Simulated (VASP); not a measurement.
A run of VASP 6.6.1:

The input INCAR:

```
  ALGO = Normal
  EDIFF = 1E-6
  ENCUT = 520
  GGA = RP
  ISIF = 2
  ISMEAR = 0
  LASPH = True
  LCHARG = True
  LELF = True
  LREAL = False
  LVHAR = True
  LWAVE = False
  NBANDS = 15
  NELM = 60
  PREC = Accurate
  SIGMA = 0.05
```

File KPOINTS:

```
k-points
0
Gamma
  8 8 8
```

The input POSCAR:

```
KF
1.0
    0.0000000000      2.7931876960      2.7931876960
    2.7931876960      0.0000000000      2.7931876960
    2.7931876960      2.7931876960      0.0000000000
K F
1 1
Direct
    0.0000000000      0.0000000000      0.0000000000
    0.5000000000      0.5000000000      0.5000000000
```

Potentials or basis: VASP PAW PBE potentials, release 64 (K_sv, F).

Run with:

```console
$ cat potpaw_PBE.64/K_sv/POTCAR potpaw_PBE.64/F/POTCAR > POTCAR
$ mpirun -np 1 vasp_std > vasp.out
```

Hardware: 1 thread of Intel Xeon 8259CL, with other jobs on the host.

**Question.** Estimate the wall time of this run.

**Answer.** Wall time 48 s on 1 thread of Intel Xeon 8259CL, with other jobs on the host, peak memory 0.17 GiB. Counts: scf iterations 14, k points 29.
